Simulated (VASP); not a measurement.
# Fe (P6_3/mmc) in VASP: a series of runs

The runs below take Fe through single point, with PBEsol.

Program: VASP 6.6.1. These are calculated values, not measurements. Logs are shortened: lines on timing, memory, paths and dates and some standing lists are left out, and cuts for length are marked.

### Step 1. The cell of the first run

Symmetry: P6_3/mmc, No. 194, hexagonal system. The conventional cell has a = 2.434 Å, b = 2.434 Å, c = 3.957 Å, α = 90.00°, β = 90.00°, γ = 120.00°. Within 3.2 Å of Fe (site symmetry -6m2) lie 12 Fe at 2.43 Å.

This isn't the form of Fe at room conditions, which is bcc.

### Step 2. Single point, PBEsol (strain +0.0300 x Voigt [0, 0, 1, 0, 0, 0])

INCAR

```
PREC = Accurate
ENCUT = 520
EDIFF = 1E-6
ISMEAR = 0
SIGMA = 0.15
LREAL = F
LASPH = T
NELM = 100
ALGO = Normal
ISIF = 2
LWAVE = F
LCHARG = T
GGA = PS
LELF = T
LVHAR = T
NBANDS = 15
```

KPOINTS

```
Automatic mesh
0
Gamma
  24 24 12
```

POSCAR

```
Fe
1.0
    2.4341575853      0.0000000000      0.0000000000
   -1.2170787927      2.1080423057      0.0000000000
    0.0000000000      0.0000000000      3.9571925041
Fe
2
Direct
    0.3333333333      0.6666666667      0.2500000000
    0.6666666667      0.3333333333      0.7500000000
```

Potentials or basis: VASP PAW PBE potentials, release 64 (Fe).

Command:

```sh
$ cat potpaw_PBE.64/Fe/POTCAR > POTCAR
$ mpirun -np 1 vasp_std > vasp.out
```

OUTCAR:

```text
PREC = Accurate
   ENCUT = 520
   EDIFF = 1E-6
   ISMEAR = 0
   LREAL = F
   LASPH = T
   NELM = 100
   ISIF = 2
   GGA = PS

 ion  position               nearest neighbor table
   1  0.333  0.667  0.250-   2 2.43   2 2.43   2 2.43   2 2.43   2 2.43   2 2.43
   2  0.667  0.333  0.750-   1 2.43   1 2.43   1 2.43   1 2.43   1 2.43   1 2.43

  LATTYP: Found a hexagonal cell.
 ALAT       =     2.4341575853
 C/A-ratio  =     1.6256928179

  Lattice vectors:

 A1 = (   2.4341575853,   0.0000000000,   0.0000000000)
 A2 = (  -1.2170787927,   2.1080423057,   0.0000000000)
 A3 = (   0.0000000000,   0.0000000000,   3.9571925041)

Analysis of symmetry for initial positions (statically):
=====================================================================
 Subroutine PRICEL returns:
 Original cell was already a primitive cell.

 Routine SETGRP: Setting up the symmetry group for a
 hexagonal supercell.

 Subroutine GETGRP returns: Found 24 space group operations
 (whereof 12 operations were pure point group operations)
 out of a pool of 24 trial point group operations.

The static configuration has the point symmetry D_3d.
 The point group associated with its full space group is D_6h.

Analysis of symmetry for dynamics (positions and initial velocities):
=====================================================================
 Subroutine PRICEL returns:
 Original cell was already a primitive cell.

 Routine SETGRP: Setting up the symmetry group for a
 hexagonal supercell.

 Subroutine GETGRP returns: Found 24 space group operations
 (whereof 12 operations were pure point group operations)
 out of a pool of 24 trial point group operations.

The dynamic configuration has the point symmetry D_3d.
 The point group associated with its full space group is D_6h.

 Subroutine INISYM returns: Found 24 space group operations
 (whereof 12 operations are pure point group operations),
 and found     1 'primitive' translations

----------------------------------------------------------------------------------------

                                     Primitive cell

  volume of cell :      20.3056

  direct lattice vectors                    reciprocal lattice vectors
     2.434157585  0.000000000  0.000000000     0.410819746  0.237186891  0.000000000
    -1.217078793  2.108042306  0.000000000     0.000000000  0.474373781  0.000000000
     0.000000000  0.000000000  3.957192504     0.000000000  0.000000000  0.252704411

  length of vectors
     2.434157585  2.434157585  3.957192504     0.474373781  0.474373781  0.252704411

  position of ions in fractional coordinates (direct lattice)
     0.333333333  0.666666667  0.250000000
     0.666666667  0.333333333  0.750000000

  ion indices of the primitive-cell ions
   primitive index   ion index
                 1           1
                 2           2

----------------------------------------------------------------------------------------

 KPOINTS: Automatic mesh

Automatic generation of k-mesh.
 Grid dimensions read from file:
 generate k-points for:   24   24   12

 Generating k-lattice:

  Cartesian coordinates                     Fractional coordinates (reciprocal lattice)
     0.017117489  0.009882787  0.000000000     0.041666667  0.000000000  0.000000000
     0.000000000  0.019765574  0.000000000     0.000000000  0.041666667  0.000000000
     0.000000000  0.000000000  0.021058701     0.000000000  0.000000000  0.083333333

  Length of vectors
     0.019765574  0.019765574  0.021058701

  Shift w.r.t. Gamma in fractional coordinates (k-lattice)
     0.000000000  0.000000000  0.000000000

 Subroutine IBZKPT returns following result:
 ===========================================

 Found    427 irreducible k-points:

 Following reciprocal coordinates:
            Coordinates               Weight
  0.000000  0.000000  0.000000      1.000000
  0.041667  0.000000  0.000000      6.000000
  0.083333  0.000000  0.000000      6.000000
  0.125000  0.000000  0.000000      6.000000
  0.166667  0.000000  0.000000      6.000000
  0.208333  0.000000  0.000000      6.000000
[... 16 lines left out ...]
  0.416667  0.041667  0.000000     12.000000
  0.458333  0.041667  0.000000     12.000000
 [... further k-points ...]
   k-points           NKPTS =    427   k-points in BZ     NKDIM =    427   number of bands    NBANDS=     15
   number of dos      NEDOS =    301   number of ions     NIONS =      2
   total plane-waves  NPLWV =   9720
   dimension x,y,z NGX =    18 NGY =   18 NGZ =   30
   dimension x,y,z NGXF=    36 NGYF=   36 NGZF=   60
   ions per type =               2
   NGX,Y,Z   is equivalent  to a cutoff of  12.29, 12.29, 12.60 a.u.
   NGXF,Y,Z  is equivalent  to a cutoff of  24.59, 24.59, 25.21 a.u.
 SYSTEM =  unknown system
   PREC   = accura    normal or accurate (medium, high low for compatibility)
   ISTART =      0    job   : 0-new  1-cont  2-samecut
   ICHARG =      2    charge: 1-file 2-atom 10-const
   ISPIN  =      1    spin polarized calculation?
   LNONCOLLINEAR =      F non collinear calculations
   LSORBIT =      F    spin-orbit coupling
   LASPH  =      T    aspherical Exc in radial PAW
   ENCUT  =  520.0 eV  38.22 Ry    6.18 a.u.   4.53  4.53  7.36*2*pi/ulx,y,z
   NELM   =    100;   NELMIN=  2; NELMDL= -5     # of ELM steps
   EDIFF  = 0.1E-05   stopping-criterion for ELM
   LREAL  =      F    real-space projection
   EDIFFG = 0.1E-04   stopping-criterion for IOM
   NSW    =      0    number of steps for IOM
   IBRION =     -1    ionic relax: 0-MD 1-quasi-New 2-CG
   NFREE  =      0    steps in history (QN), initial steepest desc. (CG)
   ISIF   =      2    stress and relaxation
   ISYM   =      2    0-nonsym 1-usesym 2-fastsym
   POTIM  = 0.5000    time-step for ionic-motion
   TEBEG  =    0.0;   TEEND  =   0.0 temperature during run
   PSTRESS=    0.0 pullay stress
   NELECT =      16.0000    total number of electrons
   NUPDOWN=      -1.0000    fix difference up-down
   EMIN   =  10.00;   EMAX   =-10.00  energy-range for DOS
   EFERMI =   0.00;   METHOD = LEGACY
   ISMEAR =     0;   SIGMA  =   0.15  broadening in eV -4-tet -1-fermi 0-gaus
   EFERMI_NEDOS =   21; number of points for ismear=-14 and -15
   IALGO  =     38    algorithm
   IMIX   =      4    mixing-type and parameters
     AMIX     =   0.40;   BMIX     =  1.00
     AMIX_MAG =   1.60;   BMIX_MAG =  1.00
  volume/ion in A,a.u.               =      10.15        68.51
  Fermi-wavevector in a.u.,A,eV,Ry     =   1.512086  2.857428 31.108407  2.286403
  Thomas-Fermi vector in A             =   2.622057
   LORBIT       =      0    0 simple, 1 ext, 2 COOP (PROOUT), +10 PAW based schemes
   GGA     = PS    functional components
   LHFCALC =     F    Hartree Fock is set to
   AEXX    =    0.0000 exact exchange contribution
   IVDW    =     0    specifies the selected vdW correction
   LEPSILON=     F    determine dielectric tensor
   LRPA    =     F    only Hartree local field effects (RPA)
 non-spin polarized calculation
 Gauss-broadening in eV      SIGMA  =   0.15
  energy-cutoff  :      520.00
  volume of cell :       20.31
 maximum number of plane-waves:       567
   NGX =  9   NGY =  9   NGZ = 15

 number of electron      16.0000022 magnetization

 Free energy of the ion-electron system (eV)
  ---------------------------------------------------
  ext. energy  EPLUGINS =         0.00000000
  ---------------------------------------------------
  free energy    TOTEN  =       -17.84549295 eV

  energy without entropy =      -17.81619065  energy(sigma->0) =      -17.83084180

 E-fermi :   6.7792     XC(G=0): -13.9748

 val. band max:        6.7751214887   @ k =   0.2083   0.0833   0.2500
 cond. band min:       6.7799966919   @ k =   0.2500   0.0417   0.2500
 fundamental gap:      0.0048752033
 Fermi energy:         6.7791818163

 k-point     1 :       0.0000    0.0000    0.0000
  band No.  band energies     occupation
      1      -2.1972      2.00000
      2       1.7913      2.00000
      3       5.0626      2.00000
      4       5.1343      2.00000
      5       5.1343      2.00000
      6       5.5598      2.00000
      7       5.5598      2.00000
      8       6.0656      2.00000
      9       6.0656      2.00000
     10       6.9409      0.12733
     11       7.4982      0.00000
     12       7.4982      0.00000
     13      15.1642      0.00000
     14      29.0792      0.00000
     15      32.5594      0.00000

 k-point     2 :       0.0417    0.0000    0.0000
  band No.  band energies     occupation
      1      -2.1309      2.00000
      2       1.8371      2.00000
      3       4.9569      2.00000
      4       5.1721      2.00000
      5       5.2268      2.00000
      6       5.5382      2.00000
      7       5.5935      2.00000
      8       6.0183      2.00000
      9       6.0399      2.00000
     10       6.4928      1.99306
     11       7.5097      0.00000
     12       8.0275      0.00000
     13      15.1676      0.00000
     14      28.8367      0.00000
     15      31.6598      0.00000

 k-point     3 :       0.0833    0.0000    0.0000
  band No.  band energies     occupation
      1      -1.9339      2.00000
      2       1.9693      2.00000
      3       4.7974      2.00000
      4       5.2839      2.00000
      5       5.3422      2.00000
      6       5.4874      2.00000
      7       5.6929      2.00000
      8       5.7072      2.00000
      9       5.9673      2.00000
     10       6.1209      2.00000
     11       7.5408      0.00000
     12       8.8136      0.00000
     13      15.1791      0.00000
     14      27.9564      0.00000
     15      30.5193      0.00000

 k-point     4 :       0.1250    0.0000    0.0000
  band No.  band energies     occupation
      1      -1.6124      2.00000
      2       2.1713      2.00000
      3       4.6116      2.00000
      4       5.1610      2.00000
      5       5.3390      2.00000
      6       5.4652      2.00000
      7       5.5495      2.00000
      8       5.8535      2.00000
      9       5.8587      2.00000
     10       5.9921      2.00000
     11       7.5837      0.00000
     12       9.6640      0.00000
     13      15.2022      0.00000
     14      26.4375      0.00000
     15      29.8766      0.00000
[... 307 lines left out ...]
 k-point    22 :       0.3750    0.0417    0.0000
  band No.  band energies     occupation
      1       1.8685      2.00000
      2       2.5225      2.00000
      3       2.7775      2.00000
      4       4.4142      2.00000
      5       5.0077      2.00000
      6       5.2515      2.00000
      7       5.4439      2.00000
      8       7.4227      0.00000
      9       7.4864      0.00000
     10       7.7765      0.00000
     11       8.1633      0.00000
     12      13.9710      0.00000
     13      16.1100      0.00000
     14      17.9772      0.00000
     15      23.0600      0.00000

 k-point    23 :       0.4167    0.0417    0.0000
  band No.  band energies     occupation
      1       2.1139      2.00000
      2       2.4216      2.00000
      3       2.6488      2.00000
      4       4.6144      2.00000
      5       4.9616      2.00000
      6       5.1760      2.00000
      7       5.5473      2.00000
      8       7.6000      0.00000
      9       7.7198      0.00000
     10       7.7846      0.00000
     11       8.8305      0.00000
     12      12.8224      0.00000
     13      17.0745      0.00000
     14      18.2947      0.00000
     15      21.9131      0.00000

 k-point    24 :       0.4583    0.0417    0.0000
  band No.  band energies     occupation
      1       2.2330      2.00000
      2       2.3550      2.00000
      3       2.5844      2.00000
      4       4.7509      2.00000
      5       4.9396      2.00000
      6       5.1356      2.00000
      7       5.5995      2.00000
      8       7.6907      0.00000
      9       7.7885      0.00000
     10       7.8398      0.00000
     11       9.4661      0.00000
     12      11.9055      0.00000
     13      17.7834      0.00000
     14      18.6207      0.00000
     15      21.1232      0.00000

 [... further k-points ...]
[... 5 lines left out ...]
  --------------------------------------------------------------------------------------
  -------------------------------------------------------------------------------------
  Total       -0.7868349     -0.7868349     -2.3882744      0.0000000      0.0000000      0.0000000
  in kB      -62.0839059    -62.0839059   -188.4428314      0.0000000      0.0000000      0.0000000
  external PRESSURE =    -104.2035478 kB  Pullay stress =       0.0000000 kB

 VOLUME and BASIS-vectors are now :
 -----------------------------------------------------------------------------
  energy-cutoff  :      520.00
  volume of cell :       20.31
      direct lattice vectors                 reciprocal lattice vectors
     2.434157585  0.000000000  0.000000000     0.410819746  0.237186891  0.000000000
    -1.217078793  2.108042306  0.000000000     0.000000000  0.474373781  0.000000000
     0.000000000  0.000000000  3.957192504     0.000000000  0.000000000  0.252704411

 POSITION                                       TOTAL-FORCE (eV/Angst)
 -----------------------------------------------------------------------------------
     -0.00000      1.40536      0.98930        -0.000000      0.000000      0.000000
      1.21708      0.70268      2.96789         0.000000     -0.000000      0.000000
 -----------------------------------------------------------------------------------
    total drift:                               -0.000000      0.000000     -0.000000

  FREE ENERGIE OF THE ION-ELECTRON SYSTEM (eV)
  ---------------------------------------------------
  free  energy   TOTEN  =       -17.8454929485 eV

  energy  without entropy=      -17.8161906517  energy(sigma->0) =      -17.83084180
```

Wall time 63 s (1 thread of Intel Xeon Platinum 8488C (Sapphire Rapids), shared host); peak memory 0.22 GiB.

What came out:

| Quantity | Value |
| --- | --- |
| Free energy | -17.8455 eV |
| Pressure | -10.4 GPa |
| Band gap on the k mesh | zero (bands 8 and 9 overlap by 1.87 eV) |

Caveat: the cell differs from its parent crystal (strain +0.0300 x Voigt [0, 0, 1, 0, 0, 0]); the cell stands under tension; the PAW data sets were made with another functional, which shifts forces and pressure a little; the run has no spin polarisation, though such a crystal can be magnetic. Spin polarisation is off, so any magnetic state and its effect on volume and gap are missing.

(Continued in part 2 of 2.)
